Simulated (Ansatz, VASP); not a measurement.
**Au: VASP beside Ansatz**

```
Au
1.0
     2.74841    0.00000    0.00000
     0.00000    2.74841    0.00000
     0.00000    0.00000    2.74841
Au
1
Direct
  0.50000 0.50000 0.50000
```

Alike in both runs: task relaxation of cell and atoms; functional PBEsol-based screened hybrid; k mesh 5 × 5 × 5; occupations fermi-dirac, width 0.05 eV; no spin polarisation.

```csv
,VASP,Ansatz
version,VASP 6.6.1,Ansatz 0.2.0
potentials or method,"VASP PAW PBE potentials, release 64 (Au)",Ansatz PAW
plane-wave cutoff (eV),600,420
valence electrons in the cell,11,19
```

Ansatz gave:

```
gap on the k mesh at the Fermi level, each at its own relaxed structure (eV) : none
relaxed volume (Å³/atom)                                                     : 19.75
relaxed cell length with the largest relative difference (Å)                 : 2.703
```

**Question.** Estimate VASP's values.

**Answer.** gap on the k mesh at the Fermi level, each at its own relaxed structure (eV): none; relaxed volume (Å³/atom): 19.79; relaxed cell length with the largest relative difference (Å): 2.705.

VASP's potentials were made for PBE, not for PBEsol-based screened hybrid. A gap of «none» marks a metal or a gap that the smearing closes. VASP's potentials hold 11 valence electrons a cell and Ansatz's 19, so a difference there can come from the potentials and not from the codes.

The k mesh is coarse, so the values compare programs but aren't converged. Neither program's run includes spin-orbit coupling. Noted on Ansatz's run: the plane-wave basis is chosen anew once the cell has moved, so the energies of steps on either side of that aren't comparable.
